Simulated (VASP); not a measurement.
A run of VASP 6.6.1 is set up as follows.

POSCAR

```
Al5Ga3P8
1.0
    2.7192440000      2.7192440000      0.0000000000
   -2.7192440000      2.7192440000      0.0000000000
    0.0000000000      0.0000000000     21.9014390000
Ga Al P
3 5 8
Direct
    0.0000000000      0.0000000000      0.9997730000
    0.0000000000      0.0000000000      0.2479040000
    0.5000000000      0.5000000000      0.1238210000
    0.0000000000      0.0000000000      0.4982390000
    0.0000000000      0.0000000000      0.7493810000
    0.5000000000      0.5000000000      0.3727120000
    0.5000000000      0.5000000000      0.6238060000
    0.5000000000      0.5000000000      0.8749270000
    0.5000000000      0.0000000000      0.0618010000
    0.5000000000      0.0000000000      0.3101990000
    0.5000000000      0.0000000000      0.5610240000
    0.5000000000      0.0000000000      0.8121710000
    0.0000000000      0.5000000000      0.1858350000
    0.0000000000      0.5000000000      0.4354670000
    0.0000000000      0.5000000000      0.6865900000
    0.0000000000      0.5000000000      0.9374590000
```

INCAR.step1

```
SYSTEM = Al5Ga3P8
ALGO     = Normal         ! electronic algorithm
EDIFF    = 1E-5           ! SCF threshold, eV
ENCUT    = 440            ! plane-wave cutoff, eV
GGA      = PE             ! functional
GGA_COMPAT= .False.      
ISMEAR   = -1             ! smearing method
LASPH    = .True.         ! aspherical terms in the spheres
LCHARG   = .False.        ! write CHGCAR
LREAL    = .False.        ! projectors in reciprocal space
LWAVE    = .True.         ! write WAVECAR
NBANDS   = 61             ! bands
NELM     = 120            ! most SCF steps
PREC     = Accurate       ! precision mode
SIGMA    = 0.05           ! smearing width, eV
```

Contents of INCAR.step2:

```
SYSTEM = Al5Ga3P8
ALGO     = Normal         ! electronic algorithm
EDIFF    = 1E-6           ! SCF threshold, eV
ENCUT    = 440            ! plane-wave cutoff, eV
GGA_COMPAT= .False.      
ISIF     = 2              ! what is computed and relaxed
ISMEAR   = -1             ! smearing method
ISTART   = 1            
LASPH    = .True.         ! aspherical terms in the spheres
LCHARG   = .False.        ! write CHGCAR
LMIXTAU  = .True.       
LREAL    = .False.        ! projectors in reciprocal space
LWAVE    = .False.        ! write WAVECAR
METAGGA  = R2SCAN         ! meta-GGA
NBANDS   = 61             ! bands
NELM     = 120            ! most SCF steps
PREC     = Accurate       ! precision mode
SIGMA    = 0.05           ! smearing width, eV
```

KPOINTS

```
k-points
0
Gamma
  4 4 1
  0 0 0
```

Potentials or basis: VASP PAW PBE potentials, release 64 (Ga_d, Al, P).

The run is started by

```bash
$ cat potpaw_PBE.64/Ga_d/POTCAR potpaw_PBE.64/Al/POTCAR potpaw_PBE.64/P/POTCAR > POTCAR
$ cp INCAR.step1 INCAR
$ mpirun -np 1 vasp_std > vasp.out
$ cp INCAR.step2 INCAR
$ mpirun -np 1 vasp_std > vasp.out
```

(1) Estimate the largest force.

(2) Predict the band gap on the k mesh.

(3) Estimate the pressure.

Results:

(1) 0.069 eV/Å.

(2) 1.75 eV (least direct gap 1.77 eV).

(3) 0.7 GPa.

Caveat: the PAW data sets were made with another functional, which shifts forces and pressure a little.
